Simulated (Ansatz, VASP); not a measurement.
Two plane-wave programs on AlNi

Contents of INCAR:

```
PREC = Accurate
ENCUT = 600
EDIFF = 1E-7
ISMEAR = -1
SIGMA = 0.1
LREAL = False
LASPH = True
NELM = 60
ALGO = Normal
ISIF = 3
LWAVE = False
LCHARG = False
IBRION = 2
NSW = 100
EDIFFG = -0.002
```

Contents of KPOINTS:

```
regular mesh
0
Gamma
  12 12 12
```

The input POSCAR:

```
AlNi
1.0
    2.8810000000      0.0000000000      0.0000000000
    0.0000000000      2.8810000000      0.0000000000
    0.0000000000      0.0000000000      2.8810000000
Al Ni
1 1
Direct
    0.0000000000      0.0000000000      0.0000000000
    0.5000000000      0.5000000000      0.5000000000
```

Input for Ansatz:

```yaml
crystal:
  lattice:
    - [2.881, 0.0, 0.0]
    - [0.0, 2.881, 0.0]
    - [0.0, 0.0, 2.881]
  atoms:
    - { symbol: Al, position: [0.0, 0.0, 0.0] }
    - { symbol: Ni, position: [0.5, 0.5, 0.5] }
kpoints:
  mp_grid: { grid: [12, 12, 12] }
scf:
  occupations: { method: fermi_dirac, width: 0.1 }
hamiltonian:
  xc: lda
  pseudopotentials: { kind: paw }
relax:
  f_tol: 0.002
  max_steps: 80
  cell: {}
output:
  forces: true
  stress: true
```

Alike in both runs: task relaxation of cell and atoms; functional LDA; k mesh 12 × 12 × 12; occupations fermi-dirac, width 0.1 eV; no spin polarisation.

|  | VASP | Ansatz |
| --- | --- | --- |
| version | VASP 6.6.1 | Ansatz 0.2.0 |
| potentials or method | VASP PAW LDA potentials, release 64 (Al, Ni) | PAW with Ansatz's default frozen-core files, scalar-relativistic |
| plane-wave cutoff (eV) | 600 | 420 |
| valence electrons in the cell | 13 | 21 |

```tsv
	VASP	Ansatz	Ansatz less VASP
relaxed volume (Å³/atom)	11.39	11.37	-0.016
relaxed cell length with the largest relative difference (Å)	2.834	2.833	-0.0013
```

LDA's correlation is that of Perdew and Zunger in VASP and of Perdew and Wang (1992) in Ansatz. VASP's potentials hold 13 valence electrons a cell and Ansatz's 21, so a difference there can come from the potentials and not from the codes.
